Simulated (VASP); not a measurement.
Write the native input for VASP 6.6.1 that does the following.

* Task: single point
* Functional: PBE
* Potentials or basis: VASP PAW PBE potentials, release 64 (Cd, Hg, S)
* Cutoff: 520 eV
* k mesh: 4 × 8 × 4
* Occupations: gaussian, width 0.02 eV
* Spin: no spin polarisation
* Dipole correction: no
* Further INCAR settings: ALGO = Normal; EDIFF = 1e-06; NBANDS = 66

The structure of Cd5HgS6 lies in POSCAR:

```
Cd5HgS6
1.0
    7.1334110547      0.0000000000      0.0067104435
    0.0000000000      4.0827746987      0.0000000000
   -0.4876316998      0.0000000000      9.5965887485
Cd Hg S
5 1 6
Direct
    0.0000000000      0.4057814539      0.5000000000
    0.2839744488      0.2902634651      0.1636908052
    0.7837580092      0.7920413494      0.1681537012
    0.2162419908      0.7920413494      0.8318462988
    0.7160255512      0.2902634651      0.8363091948
    0.5000000000      0.8034235518      0.5000000000
    0.0000000000      0.5095373172      0.0000000000
    0.5000000000      0.9953216747      0.0000000000
    0.2590500994      0.2857036236      0.6734225240
    0.7631881452      0.7749595531      0.6683176953
    0.2368118548      0.7749595531      0.3316823047
    0.7409499006      0.2857036236      0.3265774760
```

These files were run (other wordings do the same):

INCAR

```
SYSTEM = Cd5HgS6
  PREC = Accurate
  ENCUT = 520
  EDIFF = 1E-6
  ISMEAR = 0
  SIGMA = 0.02
  LREAL = .False.
  LASPH = .True.
  NELM = 60
  ALGO = Normal
  ISIF = 2
  LWAVE = .False.
  LCHARG = .True.
  GGA = PE
  LELF = .True.
  LVHAR = .True.
  NBANDS = 66
```

KPOINTS

```
regular mesh
0
Gamma
  4 8 4
  0 0 0
```

Potentials or basis: VASP PAW PBE potentials, release 64 (Cd, Hg, S).

Run with:

```sh
$ cat potpaw_PBE.64/Cd/POTCAR potpaw_PBE.64/Hg/POTCAR potpaw_PBE.64/S/POTCAR > POTCAR
$ mpirun -np 1 vasp_std > vasp.out
```

It gave:

* Pressure: 0.4 GPa
* Largest force: 0.054 eV/Å
* Band gap on the k mesh: 0.72 eV (least direct gap 0.97 eV)

Caveat: spin-orbit coupling is left out, which moves the levels of the heavy elements.

Wall time 24 min on 1 thread of AMD EPYC 9755 128-Core Processor, on a shared host, peak memory 0.78 GiB.
